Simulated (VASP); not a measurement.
Set up this calculation in VASP 6.6.1, as the native input.

```yaml
Task: relaxation of cell and atoms
Functional: PBE
Potentials_or_basis: VASP PAW PBE potentials, release 64 (Al, Ru_pv)
Cutoff: 600 eV
k_mesh: 18 × 18 × 6
Occupations: gaussian, width 0.1 eV
Spin: no spin polarisation
Dipole_correction: no
Further_INCAR_settings: ALGO = Fast; EDIFF = 1e-06; IBRION = 2; EDIFFG = -0.01; NSW = 100; ISIF = 3
```

The structure of AlRu lies in POSCAR:

```
AlRu
1.0
    2.8502487686      0.0000000000      0.0000000000
   -1.4251243843      2.4683878407      0.0000000000
    0.0000000000      0.0000000000      8.0388401080
Al Ru
2 2
Direct
    0.0000000000      0.0000000000      0.5000000000
    0.0000000000      0.0000000000      0.0000000000
    0.6666666667      0.3333333333      0.7500000000
    0.3333333333      0.6666666667      0.2500000000
```

The cell was built from a structure type or drawn by symmetry, and may not be a known phase.

These files were run (other wordings do the same):

INCAR

```
ALGO     = Fast           # electronic algorithm
EDIFF    = 1E-6           # SCF threshold, eV
EDIFFG   = -0.01          # ionic threshold
ENCUT    = 600            # plane-wave cutoff, eV
GGA      = PE             # functional
IBRION   = 2              # ionic algorithm
ISIF     = 3              # what is computed and relaxed
ISMEAR   = 0              # smearing method
LASPH    = T              # aspherical terms in the spheres
LCHARG   = F              # write CHGCAR
LREAL    = F              # projectors in reciprocal space
LWAVE    = F              # write WAVECAR
NELM     = 100            # most SCF steps
NSW      = 100            # ionic steps
PREC     = Accurate       # precision mode
SIGMA    = 0.1            # smearing width, eV
```

KPOINTS

```
k-points
0
Gamma
  18 18 6
```

Potentials or basis: VASP PAW PBE potentials, release 64 (Al, Ru_pv).

Command:

```console
$ cat potpaw_PBE.64/Al/POTCAR potpaw_PBE.64/Ru_pv/POTCAR > POTCAR
$ mpirun -np 1 vasp_std > vasp.out
```

Results of the run:

The relaxed volume is 14.17 Å³/atom, the relaxed cell is a = 2.877 Å, b = 2.877 Å, c = 7.909 Å, α = 90.00°, β = 90.00°, γ = 120.00° and the space group after relaxing (to 0.1 Å) is P6_3/mmc (No. 194). The energy gained by relaxing is 2.8 meV/atom. The ionic steps are 9 and the pressure after relaxing is 0.0 GPa. The band gap on the k mesh is zero (bands 17 and 18 overlap by 2.06 eV).

Wall time 8.8 min on 1 thread of AMD EPYC 9R45 96-Core Processor (Zen 5), on a shared host, peak memory 0.31 GiB.
